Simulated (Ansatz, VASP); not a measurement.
# BaZrO3 in VASP and in Ansatz

Contents of INCAR:

```
  PREC = Accurate
  ENCUT = 910
  EDIFF = 1E-6
  ISMEAR = 0
  SIGMA = 0.1
  LREAL = F
  LASPH = T
  NELM = 120
  ALGO = Normal
  ISIF = 2
  LWAVE = F
  LCHARG = F
  GGA = PE
  NBANDS = 28
  GGA_COMPAT = F
```

File KPOINTS:

```
regular mesh
0
Gamma
  4 4 4
```

POSCAR

```
BaZrO3
1.0
    4.2123871500      0.0000000000      0.0000000000
    0.0000000000      4.2123871500      0.0000000000
    0.0000000000      0.0000000000      4.2123871500
Ba Zr O
1 1 3
Direct
    0.0000000000      0.0000000000      0.0000000000
    0.5000000000      0.5000000000      0.5000000000
    0.5000000000      0.0000000000      0.5000000000
    0.5000000000      0.5000000000      0.0000000000
    0.0000000000      0.5000000000      0.5000000000
```

Input for Ansatz:

```yaml
crystal:
  lattice:
    - [4.21238715, 0.0, 0.0]
    - [0.0, 4.21238715, 0.0]
    - [0.0, 0.0, 4.21238715]
  atoms:
    - { symbol: Ba, position: [0.0, 0.0, 0.0] }
    - { symbol: Zr, position: [0.5, 0.5, 0.5] }
    - { symbol: O, position: [0.5, 0.0, 0.5] }
    - { symbol: O, position: [0.5, 0.5, 0.0] }
    - { symbol: O, position: [0.0, 0.5, 0.5] }
basis:
  ecutwfc: 420
kpoints:
  mp_grid: { grid: [4, 4, 4] }
hamiltonian:
  xc: pbe
scf:
  occupations: { method: gaussian, width: 0.1 }
  lower_state_search: "off"
output:
  forces: true
  stress: true
  eigenvalues: true
```

Alike in both runs: task single point; functional PBE; k mesh 4 × 4 × 4; occupations gaussian, width 0.1 eV; no spin polarisation.

|  | VASP | Ansatz |
| --- | --- | --- |
| version | VASP 6.6.1 | Ansatz 0.2.0 |
| potentials or method | VASP PAW PBE potentials, release 64 (Ba_sv, Zr_sv, O_h), cutoff 910 eV | scalar-relativistic, plane waves, PAW |
| valence electrons in the cell | 40 | 40 |

|  | VASP | Ansatz | Ansatz less VASP |
| --- | --- | --- | --- |
| gap on the k mesh at the Fermi level (eV) | 3.15 | 3.20 | +0.044 |
| least direct gap on the mesh (eV) | 3.39 | 3.41 | +0.019 |

Neither program's run includes spin-orbit coupling. Noted on VASP's run: the cutoff is short for stress, so the pressure is rough.
